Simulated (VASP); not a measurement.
# Si2W (P6_222) in VASP: notebook, part 2 of 2

VASP 6.6.1. Earlier steps stand in the parts before.

## Step 3: Single point, PBE

This run uses another cell than the first one, of the same volume but with other edges.

The input, INCAR:

```
SYSTEM = Si2W
PREC = Accurate
ENCUT = 520
EDIFF = 1E-6
ISMEAR = 0
SIGMA = 0.03
LREAL = .FALSE.
LASPH = .TRUE.
NELM = 100
ALGO = Normal
ISIF = 2
LWAVE = .FALSE.
LCHARG = .FALSE.
GGA = PE
NBANDS = 43
```

The input, KPOINTS:

```
Automatic mesh
0
G
  9 9 6
  0 0 0
```

The input, POSCAR:

```
Si2W
1.0
    4.6392971011      0.0000000000      0.0000000000
   -2.3196485506      4.0177491452      0.0000000000
    0.0000000000      0.0000000000      6.5757397110
Si W
6 3
Direct
    0.8676230516      0.7352461033      0.5000000000
    0.1323769484      0.8676230516      0.8333333333
    0.7352461033      0.8676230516      0.1666666667
    0.1323769484      0.2647538967      0.5000000000
    0.8676230516      0.1323769484      0.8333333333
    0.2647538967      0.1323769484      0.1666666667
    0.0000000000      0.5000000000      0.1666666667
    0.5000000000      0.5000000000      0.8333333333
    0.5000000000      0.0000000000      0.5000000000
```

Potentials or basis: VASP PAW PBE potentials, release 64 (Si, W_sv).

Launch:

```console
> cat potpaw_PBE.64/Si/POTCAR potpaw_PBE.64/W_sv/POTCAR > POTCAR
> mpirun -np 1 vasp_std > vasp.out
```

Wall time 89 s (1 thread of Intel Xeon 6975P-C (Granite Rapids), shared host); peak memory 0.35 GiB.

Results (log left out):

```
Free energy            : -69.9354 eV
Pressure               : 11.1 GPa
Largest force          : 6.165 eV/Å
Band gap on the k mesh : zero (bands 33 and 34 overlap by 0.76 eV)
```

Forces on the atoms (eV/Å):
```
Si   0.000 -6.165  0.000
Si   5.339 -3.083  0.000
Si  -5.339 -3.083  0.000
Si   0.000  6.165  0.000
Si  -5.339  3.083  0.000
Si   5.339  3.083  0.000
W    0.000  0.000  0.000
W    0.000  0.000  0.000
W    0.000  0.000  0.000
```

Stress tensor (GPa, compression positive):
```
14.84  0.00  0.00
 0.00 14.84  0.00
 0.00  0.00  3.61
```

Levels at points of the mesh, in eV from the Fermi level:
```tsv
k point	band 29	band 30	band 31	band 32	band 33	band 34	band 35	band 36	band 37	band 38
(0.00, 0.00, 0.00)	-3.65	-2.37	-2.37	-0.96	-0.02	0.94	0.94	1.94	2.21	2.27
(0.00, 0.00, 0.50)	-2.70	-1.59	-1.59	-0.14	-0.14	1.43	1.43	2.03	2.03	2.40
```

Caveat: the cell stands under pressure; spin-orbit coupling is left out, which moves the levels of the heavy elements; forces of over 1 eV/Å act on the atoms, so gaps and moduli don't describe the material at rest.

## Step 4: Single point, PBE

This run uses another cell than the first one, of the same volume but with other edges.

The input, INCAR:

```
SYSTEM = Si2W
  PREC = Accurate
  ENCUT = 520
  EDIFF = 1E-7
  ISMEAR = 0
  SIGMA = 0.03
  LREAL = .False.
  LASPH = .True.
  NELM = 60
  ALGO = Normal
  ISIF = 2
  LWAVE = .False.
  LCHARG = .True.
  GGA = PE
  LELF = .True.
  LVHAR = .True.
  NBANDS = 43
```

The input, KPOINTS:

```
Automatic mesh
0
Gamma
  9 9 6
  0 0 0
```

Changes to POSCAR since step 3:

```diff
@@ -2,5 +2,5 @@
 1.0
-    4.6392971011      0.0000000000      0.0000000000
-   -2.3196485506      4.0177491452      0.0000000000
-    0.0000000000      0.0000000000      6.5757397110
+    4.5428566490      0.0000000000      0.0000000000
+   -2.2714283245      3.9342292638      0.0000000000
+    0.0000000000      0.0000000000      6.8578963974
 Si W
```

Launch:

```console
> cat potpaw_PBE.64/Si/POTCAR potpaw_PBE.64/W_sv/POTCAR > POTCAR
> mpirun -np 1 vasp_std > vasp.out
```

Run time: 2 min. Hardware: 1 thread of Intel Xeon 6975P-C (Granite Rapids), shared host; peak memory 0.36 GiB.

It converged, with:

```yaml
Free_energy: -69.2800 eV
Pressure: 12.8 GPa
Largest_force: 7.062 eV/Å
Band_gap_on_the_k_mesh: zero (bands 33 and 34 overlap by 0.56 eV)
```

Forces on the atoms (eV/Å):
```
Si   0.000 -7.062  0.000
Si   6.116 -3.531  0.000
Si  -6.116 -3.531  0.000
Si   0.000  7.062  0.000
Si  -6.116  3.531  0.000
Si   6.116  3.531  0.000
W    0.000  0.000  0.000
W    0.000  0.000  0.000
W    0.000  0.000  0.000
```

Stress tensor (GPa, compression positive):
```
22.50  0.00  0.00
 0.00 22.50  0.00
 0.00  0.00 -6.56
```

Levels at points of the mesh, in eV from the Fermi level:
```tsv
k point	band 29	band 30	band 31	band 32	band 33	band 34	band 35	band 36	band 37	band 38
(0.00, 0.00, 0.00)	-3.09	-2.07	-2.07	-0.61	-0.14	1.04	1.04	2.06	2.06	2.20
(0.00, 0.00, 0.50)	-2.48	-1.16	-1.16	-0.53	-0.53	1.37	1.37	2.36	2.38	2.52
```

Caveat: the cell stands under pressure; spin-orbit coupling is left out, which moves the levels of the heavy elements; forces of over 1 eV/Å act on the atoms, so gaps and moduli don't describe the material at rest.

## Step 5: Single point, PBE

This run uses another cell than the first one, of the same volume but with other edges.

The input, INCAR:

```
  PREC = Accurate
  ENCUT = 520
  EDIFF = 1E-6
  ISMEAR = 0
  SIGMA = 0.03
  LREAL = False
  LASPH = True
  NELM = 60
  ALGO = Normal
  ISIF = 2
  LWAVE = False
  LCHARG = False
  GGA = PE
  NBANDS = 43
```

The input, KPOINTS:

```
Automatic mesh
0
Gamma
  9 9 6
```

Changes to POSCAR since step 4:

```diff
@@ -2,5 +2,5 @@
 1.0
-    4.5428566490      0.0000000000      0.0000000000
-   -2.2714283245      3.9342292638      0.0000000000
-    0.0000000000      0.0000000000      6.8578963974
+    4.5900641255      0.0000000000      0.0000000000
+   -2.2950320628      3.9751121377      0.0000000000
+    0.0000000000      0.0000000000      6.7175588476
 Si W
```

Launch:

```console
> cat potpaw_PBE.64/Si/POTCAR potpaw_PBE.64/W_sv/POTCAR > POTCAR
> mpirun -np 1 vasp_std > vasp.out
```

Wall time 1.9 min (1 thread of Intel Xeon 6975P-C (Granite Rapids), shared host); peak memory 0.36 GiB.

The run converged. Its results:

- Free energy: -69.6741 eV
- Pressure: 11.7 GPa
- Largest force: 6.600 eV/Å
- Band gap on the k mesh: zero (bands 33 and 34 overlap by 0.63 eV)

Forces in eV/Å, atoms in the order of the input:
```
Si   0.000 -6.600  0.000
Si   5.716 -3.300  0.000
Si  -5.716 -3.300  0.000
Si   0.000  6.600  0.000
Si  -5.716  3.300  0.000
Si   5.716  3.300  0.000
W    0.000  0.000  0.000
W    0.000  0.000  0.000
W    0.000  0.000  0.000
```

Stress tensor (GPa, compression positive):
```
18.58  0.00  0.00
 0.00 18.58  0.00
 0.00  0.00 -2.11
```

Levels at points of the mesh, in eV from the Fermi level:
| k point | band 30 | band 31 | band 32 | band 33 | band 34 | band 35 | band 36 | band 37 |
| --- | --- | --- | --- | --- | --- | --- | --- | --- |
| (0.00, 0.00, 0.00) | -2.23 | -2.23 | -0.79 | -0.09 | 0.98 | 0.98 | 2.15 | 2.15 |
| (0.00, 0.00, 0.50) | -1.38 | -1.38 | -0.33 | -0.33 | 1.39 | 1.39 | 2.28 | 2.28 |

Caveat: the cell stands under pressure; spin-orbit coupling is left out, which moves the levels of the heavy elements; forces of over 1 eV/Å act on the atoms, so gaps and moduli don't describe the material at rest.

## Step 6: Single point, PBE

The input, INCAR:

```
SYSTEM = Si2W
ALGO = Normal
EDIFF = 1E-6
ENCUT = 520
GGA = PE
ISIF = 2
ISMEAR = 0
LASPH = .TRUE.
LCHARG = .TRUE.
LELF = .TRUE.
LREAL = .FALSE.
LVHAR = .TRUE.
LWAVE = .FALSE.
NBANDS = 43
NELM = 100
PREC = Accurate
SIGMA = 0.03
```

The input, KPOINTS:

```
k-points
0
G
  9 9 6
  0 0 0
```

Changes to POSCAR since step 5:

```diff
@@ -2,5 +2,5 @@
 1.0
-    4.5900641255      0.0000000000      0.0000000000
-   -2.2950320628      3.9751121377      0.0000000000
-    0.0000000000      0.0000000000      6.7175588476
+    4.7444861815      0.0000000000      0.0000000000
+   -2.3722430908      4.1088455611      0.0000000000
+    0.0000000000      0.0000000000      6.2873930878
 Si W
```

Potentials or basis: VASP PAW PBE potentials, release 64 (Si, W_sv).

Launch:

```console
> cat potpaw_PBE.64/Si/POTCAR potpaw_PBE.64/W_sv/POTCAR > POTCAR
> mpirun -np 1 vasp_std > vasp.out
```

Run time: 1.8 min. Hardware: 1 thread of Intel Xeon 6975P-C (Granite Rapids), shared host; peak memory 0.35 GiB.

The run converged. Its results:

| Item | Value |
| --- | --- |
| Free energy | -69.9891 eV |
| Pressure | 11.7 GPa |
| Largest force | 5.312 eV/Å |
| Band gap on the k mesh | zero (bands 33 and 34 overlap by 0.97 eV) |

Forces in eV/Å, atoms in the order of the input:
```
Si   0.000 -5.312  0.000
Si   4.600 -2.656  0.000
Si  -4.600 -2.656  0.000
Si   0.000  5.312  0.000
Si  -4.600  2.656  0.000
Si   4.600  2.656  0.000
W    0.000  0.000  0.000
W    0.000  0.000  0.000
W    0.000  0.000  0.000
```

Stress tensor (GPa, compression positive):
```
 8.96  0.00  0.00
 0.00  8.96  0.00
 0.00  0.00 17.15
```

Levels at points of the mesh, in eV from the Fermi level:
| k point | band 30 | band 31 | band 32 | band 33 | band 34 | band 35 | band 36 | band 37 |
| --- | --- | --- | --- | --- | --- | --- | --- | --- |
| (0.00, 0.00, 0.00) | -2.59 | -2.59 | -1.24 | 0.12 | 0.86 | 0.86 | 1.47 | 2.21 |
| (0.00, 0.00, 0.50) | -1.96 | -1.96 | 0.18 | 0.18 | 1.56 | 1.56 | 1.62 | 1.62 |

Caveat: the cell stands under pressure; spin-orbit coupling is left out, which moves the levels of the heavy elements; forces of over 1 eV/Å act on the atoms, so gaps and moduli don't describe the material at rest.

## Step 7: Summary

```csv
cell,gap on the mesh (eV),pressure (GPa),largest force (eV/Å)
"a = 4.744, b = 4.744, c = 6.287 Å, angles 90.0, 90.0, 120.0°, 9 atoms, atomic positions A",none,13.1,3.03
"a = 4.639, b = 4.639, c = 6.576 Å, angles 90.0, 90.0, 120.0°, 9 atoms, atomic positions B",none,11.1,6.17
"a = 4.543, b = 4.543, c = 6.858 Å, angles 90.0, 90.0, 120.0°, 9 atoms, atomic positions B",none,12.8,7.06
"a = 4.590, b = 4.590, c = 6.718 Å, angles 90.0, 90.0, 120.0°, 9 atoms, atomic positions B",none,11.7,6.60
"a = 4.744, b = 4.744, c = 6.287 Å, angles 90.0, 90.0, 120.0°, 9 atoms, atomic positions B",none,11.7,5.31
```

Alike in all rows: task single point; level PBE; potentials or basis VASP PAW PBE potentials, release 64 (Si, W_sv); no spin polarisation; k mesh 9 × 9 × 6; cutoff (eV) 520; smearing gaussian 0.03 eV.

Caveats: the cell stands under pressure; spin-orbit coupling is left out, which moves the levels of the heavy elements; forces of over 1 eV/Å act on the atoms, so gaps and moduli don't describe the material at rest.

Absolute energies hang on the potentials; compare differences alone.
